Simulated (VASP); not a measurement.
A run of VASP 6.6.1 is set up as follows.

Contents of INCAR:

```
PREC = Accurate
ENCUT = 1300
EDIFF = 1E-6
ISMEAR = 0
SIGMA = 0.05
LREAL = False
LASPH = True
NELM = 120
ALGO = Normal
ISIF = 2
LWAVE = False
LCHARG = True
GGA = CA
LELF = True
LVHAR = True
NBANDS = 11
GGA_COMPAT = False
```

KPOINTS

```
Automatic mesh
0
Gamma
  12 12 12
```

Contents of POSCAR:

```
C
1.0
    0.0000000000      2.0151851342      1.7966710835
    1.4854541022      0.0000000000      1.7966710835
    1.4854541022      2.0151851342      0.0000000000
C
2
Direct
    0.5000000000      0.5000000000      0.5000000000
    0.7500000000      0.7500000000      0.7500000000
```

Potentials or basis: VASP PAW LDA potentials, release 64 (C_h).

Launch:

```sh
$ cat potpaw_LDA.64/C_h/POTCAR > POTCAR
$ mpirun -np 1 vasp_std > vasp.out
```

**Question.** Predict the pressure.

**Answer.** 13.1 GPa.

**Question.** What does it give for the band gap on the k mesh?

**Answer.** Zero (bands 4 and 5 overlap by 1.67 eV).

Stress tensor (GPa, compression positive):
```
 133.29    0.00    0.00
   0.00 -129.14    0.00
   0.00    0.00   35.24
```

Caveat: the cell differs from its parent crystal (strain +e along x and -e along y -0.1500, strain +e along z and -e/2 along x and y +0.0175); the stress differs along the axes, from -129 to 133 GPa.
